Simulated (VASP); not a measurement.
A run of VASP 6.6.1:

The input POSCAR:

```
Gd
1.0
    3.6838475923      0.0000000000      0.0000000000
   -1.8419237961      3.1903055986      0.0000000000
    0.0000000000      0.0000000000      5.8586955685
Gd
2
Direct
    0.6666666667      0.3333333333      0.7500000000
    0.3333333333      0.6666666667      0.2500000000
```

INCAR.step1

```
SYSTEM = Gd
PREC = Accurate
ENCUT = 520
ISMEAR = -1
SIGMA = 0.05
LREAL = .False.
LASPH = .True.
NELM = 150
ISPIN = 2
MAGMOM = 7 7
LMAXMIX = 6
NBANDS = 29
GGA = PE
ALGO = Normal
EDIFF = 1E-4
LWAVE = .True.
LCHARG = .False.
```

INCAR.step2

```
SYSTEM = Gd
PREC = Accurate
ENCUT = 520
EDIFF = 1E-7
ISMEAR = -1
SIGMA = 0.05
LREAL = .False.
LASPH = .True.
NELM = 150
ALGO = Normal
ISIF = 2
LWAVE = .False.
LCHARG = .True.
ISPIN = 2
MAGMOM = 7 7
LORBIT = 11
LMAXMIX = 6
METAGGA = R2SCAN
LMIXTAU = .True.
LELF = .True.
LVHAR = .True.
NBANDS = 29
ISTART = 1
```

The input KPOINTS:

```
Automatic mesh
0
Gamma
  8 8 5
  0 0 0
```

Potentials or basis: VASP PAW PBE potentials, release 64 (Gd).

The run is started by

```sh
$ cat potpaw_PBE.64/Gd/POTCAR > POTCAR
$ cp INCAR.step1 INCAR
$ mpirun -np 1 vasp_std > vasp.out
$ cp INCAR.step2 INCAR
$ mpirun -np 1 vasp_std > vasp.out
```

Hardware: 1 thread of Intel Xeon 8259CL (shared host).

How long does it take, and how much memory?

Run time: 29 min on 1 thread of Intel Xeon 8259CL, on a shared host, peak memory 0.3 GiB. Counts: k points 30.
